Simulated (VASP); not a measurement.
Input of a VASP 6.6.1 run:

Contents of POSCAR:

```
NaCl
1.0
    3.4993305656      0.0000000000      0.0000000000
    0.0000000000      3.4993305656      0.0000000000
    0.0000000000      0.0000000000      3.4595457890
Na Cl
1 1
Direct
    0.0000000000      0.0000000000      0.0000000000
    0.5000000000      0.5000000000      0.5000000000
```

INCAR.step1

```
SYSTEM = NaCl
PREC = Accurate
ENCUT = 520
ISMEAR = 0
SIGMA = 0.01
LREAL = .FALSE.
LASPH = .TRUE.
NELM = 100
NBANDS = 14
GGA = PE
ALGO = Normal
EDIFF = 1E-4
LWAVE = .TRUE.
LCHARG = .FALSE.
```

INCAR.step2

```
SYSTEM = NaCl
PREC = Accurate
ENCUT = 520
EDIFF = 1E-7
ISMEAR = 0
SIGMA = 0.01
LREAL = .FALSE.
LASPH = .TRUE.
NELM = 100
ALGO = Normal
ISIF = 2
LWAVE = .FALSE.
LCHARG = .TRUE.
METAGGA = R2SCAN
LMIXTAU = .TRUE.
LELF = .TRUE.
LVHAR = .TRUE.
NBANDS = 14
ISTART = 1
```

Contents of KPOINTS:

```
Automatic mesh
0
G
  8 8 8
  0 0 0
```

Potentials or basis: VASP PAW PBE potentials, release 64 (Na_pv, Cl).

Launch:

```console
$ cat potpaw_PBE.64/Na_pv/POTCAR potpaw_PBE.64/Cl/POTCAR > POTCAR
$ cp INCAR.step1 INCAR
$ mpirun -np 1 vasp_std > vasp.out
$ cp INCAR.step2 INCAR
$ mpirun -np 1 vasp_std > vasp.out
```

Task: Estimate the band gap on the k mesh.

Result: 4.81 eV, indirect (least direct gap 5.31 eV).

Task: What does it give for the pressure?

Result: -0.9 GPa.

Stress tensor (GPa, compression positive):
```
-1.21  0.00  0.00
 0.00 -1.21  0.00
 0.00  0.00 -0.23
```

Caveat: the cell differs from its parent crystal (biaxial xy strain +1.1%); the PAW data sets were made with another functional, which shifts forces and pressure a little. A k mesh can miss the band edges.
